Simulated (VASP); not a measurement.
Set up this calculation in VASP 6.6.1, as the native input.

```yaml
Task: single point
Functional: PBE
Potentials_or_basis: VASP PAW PBE potentials, release 64 (Nb_sv)
Cutoff: 400 eV
k_mesh: 6 × 6 × 1
Occupations: gaussian, width 0.1 eV
Spin: no spin polarisation
Dipole_correction: yes
Electric_field_eV/Å: 0.2
Further_INCAR_settings: ALGO = Normal; EDIFF = 1e-06; NBANDS = 20; NELMDL = -8; EFIELD = -0.2
```

The structure of Nb lies in POSCAR:

```
Nb
1.0
    2.8820459413      0.0000000000      0.0000000000
   -0.9606819804      2.7172189717      0.0000000000
    0.0000000000      0.0000000000     14.3531806571
Nb
2
Direct
    0.0000000000      0.0000000000      0.4180258121
    0.5000000000      0.5000000000      0.5819741879
```

These files were run (other wordings do the same):

INCAR

```
ALGO = Normal
DIPOL = 0.5 0.5 0.500
EDIFF = 1E-6
EFIELD = -0.2
ENCUT = 400
GGA = PE
GGA_COMPAT = F
IDIPOL = 3
ISIF = 2
ISMEAR = 0
LASPH = T
LCHARG = F
LDIPOL = T
LREAL = F
LWAVE = F
NBANDS = 20
NELM = 120
NELMDL = -8
PREC = Accurate
SIGMA = 0.1
```

KPOINTS

```
k-points
0
Gamma
  6 6 1
```

Potentials or basis: VASP PAW PBE potentials, release 64 (Nb_sv).

The run is started by

```sh
$ cat potpaw_PBE.64/Nb_sv/POTCAR > POTCAR
$ mpirun -np 1 vasp_std > vasp.out
```

Results of the run:

| Property | Result |
| --- | --- |
| Largest force | 1.169 eV/Å |
| Band gap on the k mesh | zero (band 13 reaches 1.66 eV, above the bottom of band 14 at 0.31 eV) |

Caveat: the k points lie up to 0.39 Å⁻¹ apart.

Wall time 59 s on 1 thread of Intel Xeon 8259CL, on a shared host, peak memory 0.18 GiB.
